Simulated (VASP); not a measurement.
# MgO (Fm-3m) in VASP: further runs, part 2 of 2

VASP 6.6.1. Earlier steps stand in the parts before.

## 4. Single point, PBE (volume scaled by 1.03)

File INCAR:

```
SYSTEM = MgO
ALGO = Normal ; EDIFF = 1E-6
ENCUT = 520 ; GGA = PE
ISIF = 2 ; ISMEAR = 0
LASPH = .True. ; LCHARG = .False.
LREAL = .False. ; LWAVE = .False.
NBANDS = 11 ; NELM = 60
PREC = Accurate ; SIGMA = 0.02
```

File KPOINTS:

```
k-points
0
Gamma
  10 10 10
  0 0 0
```

File POSCAR:

```
MgO
1.0
    0.0000000000      2.1479115748      2.1479115748
    2.1479115748      0.0000000000      2.1479115748
    2.1479115748      2.1479115748      0.0000000000
Mg O
1 1
Direct
    0.0000000000      0.0000000000      0.0000000000
    0.5000000000      0.5000000000      0.5000000000
```

Potentials or basis: VASP PAW PBE potentials, release 64 (Mg, O).

Run with:

```bash
$ cat potpaw_PBE.64/Mg/POTCAR potpaw_PBE.64/O/POTCAR > POTCAR
$ mpirun -np 1 vasp_std > vasp.out
```

OUTCAR:

```text
SYSTEM = MgO
   EDIFF = 1E-6
   ENCUT = 520
   GGA = PE
   ISIF = 2
   ISMEAR = 0
   LASPH = .True.
   LREAL = .False.
   NELM = 60
   PREC = Accurate

 ion  position               nearest neighbor table
   1  0.000  0.000  0.000-   2 2.15   2 2.15   2 2.15   2 2.15   2 2.15   2 2.15
   2  0.500  0.500  0.500-   1 2.15   1 2.15   1 2.15   1 2.15   1 2.15   1 2.15

  LATTYP: Found a face centered cubic cell.
 ALAT       =     4.2958231496

  Lattice vectors:

 A1 = (   0.0000000000,   2.1479115748,   2.1479115748)
 A2 = (   2.1479115748,   0.0000000000,   2.1479115748)
 A3 = (   2.1479115748,   2.1479115748,   0.0000000000)

Analysis of symmetry for initial positions (statically):
=====================================================================
 Subroutine PRICEL returns:
 Original cell was already a primitive cell.

 Routine SETGRP: Setting up the symmetry group for a
 face centered cubic supercell.

 Subroutine GETGRP returns: Found 48 space group operations
 (whereof 48 operations were pure point group operations)
 out of a pool of 48 trial point group operations.

The static configuration has the point symmetry O_h .

Analysis of symmetry for dynamics (positions and initial velocities):
=====================================================================
 Subroutine PRICEL returns:
 Original cell was already a primitive cell.

 Routine SETGRP: Setting up the symmetry group for a
 face centered cubic supercell.

 Subroutine GETGRP returns: Found 48 space group operations
 (whereof 48 operations were pure point group operations)
 out of a pool of 48 trial point group operations.

The dynamic configuration has the point symmetry O_h .

 Subroutine INISYM returns: Found 48 space group operations
 (whereof 48 operations are pure point group operations),
 and found     1 'primitive' translations

[... 120 lines left out ...]
   LHFCALC =     F    Hartree Fock is set to
   AEXX    =    0.0000 exact exchange contribution
   IVDW    =     0    specifies the selected vdW correction
   LEPSILON=     F    determine dielectric tensor
   LRPA    =     F    only Hartree local field effects (RPA)
 non-spin polarized calculation
 Gauss-broadening in eV      SIGMA  =   0.02
  energy-cutoff  :      520.00
  volume of cell :       19.82
 maximum number of plane-waves:       548
   NGX = 11   NGY = 11   NGZ = 11

 number of electron       7.9999999 magnetization

 Free energy of the ion-electron system (eV)
  ---------------------------------------------------
  ext. energy  EPLUGINS =         0.00000000
  ---------------------------------------------------
  free energy    TOTEN  =       -11.90214212 eV

  energy without entropy =      -11.90214212  energy(sigma->0) =      -11.90214212

 E-fermi :   2.8557     XC(G=0): -10.8022

 val. band max:        2.7576457963   @ k =   0.0000   0.0000   0.0000
 cond. band min:       6.9302866142   @ k =   0.0000   0.0000   0.0000
 fundamental gap:      4.1726408179
 Fermi energy:         2.8556688728

 k-point     1 :       0.0000    0.0000    0.0000
  band No.  band energies     occupation
      1     -14.2138      2.00000
      2       2.7576      2.00000
      3       2.7576      2.00000
      4       2.7576      2.00000
      5       6.9303      0.00000
      6      18.2213      0.00000
      7      18.2213      0.00000
      8      18.2213      0.00000
      9      21.9856      0.00000
     10      23.6924      0.00000
     11      23.6924      0.00000
[... 309 lines left out ...]
 k-point    24 :       0.4000    0.3000    0.0000
  band No.  band energies     occupation
      1     -13.1063      2.00000
      2      -0.6291      2.00000
      3       1.5380      2.00000
      4       1.7423      2.00000
      5      11.7480      0.00000
      6      12.7550      0.00000
      7      15.7405      0.00000
      8      20.1690      0.00000
      9      20.3662      0.00000
     10      26.9230      0.00000
     11      28.5707      0.00000

 [... further k-points ...]

------------------------ aborting loop because EDIFF is reached ----------------------------------------

  FORCE on cell =-STRESS in cart. coord.  units (eV):
  Direction    XX          YY          ZZ          XY          YZ          ZX
  --------------------------------------------------------------------------------------
  -------------------------------------------------------------------------------------
  Total       -0.6047576     -0.6047576     -0.6047576     -0.0000000     -0.0000000      0.0000000
  in kB      -48.8891805    -48.8891805    -48.8891805     -0.0000000     -0.0000000      0.0000000
  external PRESSURE =     -48.8891805 kB  Pullay stress =       0.0000000 kB

 VOLUME and BASIS-vectors are now :
 -----------------------------------------------------------------------------
  energy-cutoff  :      520.00
  volume of cell :       19.82
      direct lattice vectors                 reciprocal lattice vectors
     0.000000000  2.147911575  2.147911575    -0.232784257  0.232784257  0.232784257
     2.147911575  0.000000000  2.147911575     0.232784257 -0.232784257  0.232784257
     2.147911575  2.147911575  0.000000000     0.232784257  0.232784257 -0.232784257

 POSITION                                       TOTAL-FORCE (eV/Angst)
 -----------------------------------------------------------------------------------
      0.00000      0.00000      0.00000        -0.000000     -0.000000     -0.000000
      2.14791      2.14791      2.14791         0.000000      0.000000      0.000000
 -----------------------------------------------------------------------------------
    total drift:                               -0.000000     -0.000000      0.000000

  FREE ENERGIE OF THE ION-ELECTRON SYSTEM (eV)
  ---------------------------------------------------
  free  energy   TOTEN  =       -11.9021421213 eV

  energy  without entropy=      -11.9021421213  energy(sigma->0) =      -11.90214212
```

OSZICAR:

```text
N       E                     dE             d eps       ncg     rms          rms(c)
DAV:   1     0.124572557266E+02    0.12457E+02   -0.46479E+03  1194   0.642E+02
DAV:   2    -0.129145416659E+02   -0.25372E+02   -0.24720E+02  1192   0.133E+02
DAV:   3    -0.134570080063E+02   -0.54247E+00   -0.54214E+00  1248   0.165E+01
DAV:   4    -0.134583807044E+02   -0.13727E-02   -0.13727E-02  1151   0.955E-01
DAV:   5    -0.134583854347E+02   -0.47303E-05   -0.47302E-05  1202   0.550E-02    0.718E+00
DAV:   6    -0.119244845064E+02    0.15339E+01   -0.92545E+00  1082   0.164E+01    0.233E+00
DAV:   7    -0.119087559828E+02    0.15729E-01   -0.70170E-02  1127   0.225E+00    0.135E+00
DAV:   8    -0.119026316568E+02    0.61243E-02   -0.32484E-02  1088   0.199E+00    0.263E-01
DAV:   9    -0.119021767468E+02    0.45491E-03   -0.64713E-04  1169   0.179E-01    0.148E-01
DAV:  10    -0.119021398202E+02    0.36927E-04   -0.56038E-04  1133   0.177E-01    0.764E-03
DAV:  11    -0.119021422228E+02   -0.24026E-05   -0.40451E-06  1202   0.150E-02    0.629E-03
DAV:  12    -0.119021421213E+02    0.10159E-06   -0.75341E-07   671   0.651E-03
   1 F= -.11902142E+02 E0= -.11902142E+02  d E =-.125068E-14
```

It took 3.6 s on 1 thread of Intel Xeon 6975P-C (Granite Rapids), shared host; peak memory 0.14 GiB.

Results:

```yaml
Free_energy: -11.9021 eV
Pressure: -4.9 GPa
Band_gap_on_the_k_mesh: 4.17 eV, direct
```

Levels at points of the mesh, in eV from the valence-band top:
| k point | band 2 | band 3 | band 4 | band 5 | band 6 | band 7 |
| --- | --- | --- | --- | --- | --- | --- |
| (0.00, 0.00, 0.00) | 0.00 | 0.00 | 0.00 | 4.17 | 15.46 | 15.46 |
| (0.50, 0.00, 0.00) | -4.36 | -0.59 | -0.59 | 7.53 | 11.94 | 15.71 |
| (0.50, 0.50, 0.00) | -3.85 | -1.27 | -1.27 | 9.04 | 9.34 | 12.48 |

## 5. Single point, PBE (volume scaled by 1.06)

File INCAR:

```
SYSTEM = MgO
PREC     = Accurate       ! precision mode
ENCUT    = 520            ! plane-wave cutoff, eV
EDIFF    = 1E-7           ! SCF threshold, eV
ISMEAR   = 0              ! smearing method
SIGMA    = 0.02           ! smearing width, eV
LREAL    = .False.        ! projectors in reciprocal space
LASPH    = .True.         ! aspherical terms in the spheres
NELM     = 60             ! most SCF steps
ALGO     = Normal         ! electronic algorithm
ISIF     = 2              ! what is computed and relaxed
LWAVE    = .False.        ! write WAVECAR
LCHARG   = .False.        ! write CHGCAR
GGA      = PE             ! functional
NBANDS   = 11             ! bands
```

File KPOINTS:

```
Automatic mesh
0
Gamma
  10 10 10
  0 0 0
```

File POSCAR:

```
MgO
1.0
    0.0000000000      2.1685658377      2.1685658377
    2.1685658377      0.0000000000      2.1685658377
    2.1685658377      2.1685658377      0.0000000000
Mg O
1 1
Direct
    0.0000000000      0.0000000000      0.0000000000
    0.5000000000      0.5000000000      0.5000000000
```

Potentials or basis: VASP PAW PBE potentials, release 64 (Mg, O).

Run with:

```bash
$ cat potpaw_PBE.64/Mg/POTCAR potpaw_PBE.64/O/POTCAR > POTCAR
$ mpirun -np 1 vasp_std > vasp.out
```

OUTCAR:

```text
SYSTEM = MgO
   PREC = Accurate
   ENCUT = 520
   EDIFF = 1E-7
   ISMEAR = 0
   LREAL = .False.
   LASPH = .True.
   NELM = 60
   ISIF = 2
   GGA = PE

 ion  position               nearest neighbor table
   1  0.000  0.000  0.000-   2 2.17   2 2.17   2 2.17   2 2.17   2 2.17   2 2.17
   2  0.500  0.500  0.500-   1 2.17   1 2.17   1 2.17   1 2.17   1 2.17   1 2.17

  LATTYP: Found a face centered cubic cell.
 ALAT       =     4.3371316754

  Lattice vectors:

 A1 = (   0.0000000000,   2.1685658377,   2.1685658377)
 A2 = (   2.1685658377,   0.0000000000,   2.1685658377)
 A3 = (   2.1685658377,   2.1685658377,   0.0000000000)

Analysis of symmetry for initial positions (statically):
=====================================================================
 Subroutine PRICEL returns:
 Original cell was already a primitive cell.

 Routine SETGRP: Setting up the symmetry group for a
 face centered cubic supercell.

 Subroutine GETGRP returns: Found 48 space group operations
 (whereof 48 operations were pure point group operations)
 out of a pool of 48 trial point group operations.

The static configuration has the point symmetry O_h .

Analysis of symmetry for dynamics (positions and initial velocities):
[... 163 lines left out ...]
 fundamental gap:      3.9183668762
 Fermi energy:         2.6921748093

 k-point     1 :       0.0000    0.0000    0.0000
  band No.  band energies     occupation
      1     -14.2787      2.00000
      2       2.5588      2.00000
      3       2.5588      2.00000
      4       2.5588      2.00000
      5       6.4772      0.00000
      6      17.8585      0.00000
      7      17.8585      0.00000
      8      17.8585      0.00000
      9      21.5511      0.00000
     10      23.2259      0.00000
     11      23.2259      0.00000
[... 309 lines left out ...]
 k-point    24 :       0.4000    0.3000    0.0000
  band No.  band energies     occupation
      1     -13.2312      2.00000
      2      -0.7395      2.00000
      3       1.3779      2.00000
      4       1.5756      2.00000
      5      11.2664      0.00000
      6      12.4752      0.00000
      7      15.2493      0.00000
      8      19.6058      0.00000
      9      19.7995      0.00000
     10      26.3782      0.00000
     11      27.8225      0.00000

 [... further k-points ...]
[... 5 lines left out ...]
  --------------------------------------------------------------------------------------
  -------------------------------------------------------------------------------------
  Total       -1.0747842     -1.0747842     -1.0747842      0.0000000     -0.0000000      0.0000000
  in kB      -84.4275155    -84.4275155    -84.4275155      0.0000000     -0.0000000      0.0000000
  external PRESSURE =     -84.4275155 kB  Pullay stress =       0.0000000 kB

 VOLUME and BASIS-vectors are now :
 -----------------------------------------------------------------------------
  energy-cutoff  :      520.00
  volume of cell :       20.40
      direct lattice vectors                 reciprocal lattice vectors
     0.000000000  2.168565838  2.168565838    -0.230567129  0.230567129  0.230567129
     2.168565838  0.000000000  2.168565838     0.230567129 -0.230567129  0.230567129
     2.168565838  2.168565838  0.000000000     0.230567129  0.230567129 -0.230567129

 POSITION                                       TOTAL-FORCE (eV/Angst)
 -----------------------------------------------------------------------------------
      0.00000      0.00000      0.00000         0.000000      0.000000      0.000000
      2.16857      2.16857      2.16857        -0.000000     -0.000000     -0.000000
 -----------------------------------------------------------------------------------
    total drift:                               -0.000000     -0.000000      0.000000

  FREE ENERGIE OF THE ION-ELECTRON SYSTEM (eV)
  ---------------------------------------------------
  free  energy   TOTEN  =       -11.8786681666 eV

  energy  without entropy=      -11.8786681666  energy(sigma->0) =      -11.87866817
```

OSZICAR:

```text
N       E                     dE             d eps       ncg     rms          rms(c)
DAV:   1     0.110772103626E+02    0.11077E+02   -0.45327E+03  1218   0.632E+02
DAV:   2    -0.129238027995E+02   -0.24001E+02   -0.23611E+02  1192   0.129E+02
DAV:   3    -0.134363129861E+02   -0.51251E+00   -0.51221E+00  1243   0.161E+01
DAV:   4    -0.134375365341E+02   -0.12235E-02   -0.12235E-02  1121   0.924E-01
DAV:   5    -0.134375407960E+02   -0.42619E-05   -0.42619E-05  1208   0.536E-02    0.717E+00
DAV:   6    -0.119046283195E+02    0.15329E+01   -0.95279E+00  1079   0.164E+01    0.239E+00
DAV:   7    -0.118859365707E+02    0.18692E-01   -0.81894E-02  1115   0.234E+00    0.136E+00
DAV:   8    -0.118792197762E+02    0.67168E-02   -0.35197E-02  1082   0.205E+00    0.276E-01
DAV:   9    -0.118787193197E+02    0.50046E-03   -0.69273E-04  1178   0.185E-01    0.156E-01
DAV:  10    -0.118786657959E+02    0.53524E-04   -0.59718E-04  1124   0.184E-01    0.743E-03
DAV:  11    -0.118786682143E+02   -0.24184E-05   -0.49165E-06  1208   0.158E-02    0.656E-03
DAV:  12    -0.118786681666E+02    0.47726E-07   -0.82386E-07  1166   0.682E-03
   1 F= -.11878668E+02 E0= -.11878668E+02  d E =-.163179E-23
```

Wall time 3.7 s (1 thread of Intel Xeon 6975P-C (Granite Rapids), shared host); peak memory 0.14 GiB.

Results:

* Free energy: -11.8787 eV
* Pressure: -8.4 GPa
* Band gap on the k mesh: 3.92 eV, direct

## 6. Single point, PBE (volume scaled by 1.10)

File INCAR:

```
SYSTEM = MgO
ALGO = Normal
EDIFF = 1E-6
ENCUT = 520
GGA = PE
ISIF = 2
ISMEAR = 0
LASPH = .True.
LCHARG = .True.
LELF = .True.
LREAL = .False.
LVHAR = .True.
LWAVE = .False.
NBANDS = 11
NELM = 80
PREC = Accurate
SIGMA = 0.02
```

File KPOINTS:

```
k-points
0
Gamma
  10 10 10
  0 0 0
```

File POSCAR:

```
MgO
1.0
    0.0000000000      2.1955072986      2.1955072986
    2.1955072986      0.0000000000      2.1955072986
    2.1955072986      2.1955072986      0.0000000000
Mg O
1 1
Direct
    0.0000000000      0.0000000000      0.0000000000
    0.5000000000      0.5000000000      0.5000000000
```

Potentials or basis: VASP PAW PBE potentials, release 64 (Mg, O).

Run with:

```bash
$ cat potpaw_PBE.64/Mg/POTCAR potpaw_PBE.64/O/POTCAR > POTCAR
$ mpirun -np 1 vasp_std > vasp.out
```

It took 3.8 s on 1 thread of Intel Xeon 6975P-C (Granite Rapids), shared host; peak memory 0.14 GiB.

The run converged. Its results:

```
Free energy            : -11.8292 eV
Pressure               : -12.4 GPa
Band gap on the k mesh : 3.60 eV, direct
```

Levels at points of the mesh, in eV from the valence-band top:
| k point | band 2 | band 3 | band 4 | band 5 | band 6 | band 7 |
| --- | --- | --- | --- | --- | --- | --- |
| (0.00, 0.00, 0.00) | 0.00 | 0.00 | 0.00 | 3.60 | 15.09 | 15.09 |
| (0.50, 0.00, 0.00) | -4.10 | -0.53 | -0.53 | 7.13 | 11.22 | 15.06 |
| (0.50, 0.50, 0.00) | -3.60 | -1.18 | -1.18 | 8.67 | 8.94 | 11.83 |

## 7. The runs side by side

```tsv
cell	gap on the mesh (eV)	pressure (GPa)
a = 2.915 Å, angles 60.0°, 2 atoms	5.38	16.4
a = 2.977 Å, angles 60.0°, 2 atoms	4.74	4.1
a = 3.038 Å, angles 60.0°, 2 atoms	4.17	-4.9
a = 3.067 Å, angles 60.0°, 2 atoms	3.92	-8.4
a = 3.105 Å, angles 60.0°, 2 atoms	3.60	-12.4
```

Alike in all rows: task single point; level PBE; potentials or basis VASP PAW PBE potentials, release 64 (Mg, O); no spin polarisation; k mesh 10 × 10 × 10; cutoff (eV) 520; smearing gaussian 0.02 eV.

Total energies depend on the potentials used, so only differences within one code and one set of settings carry meaning.
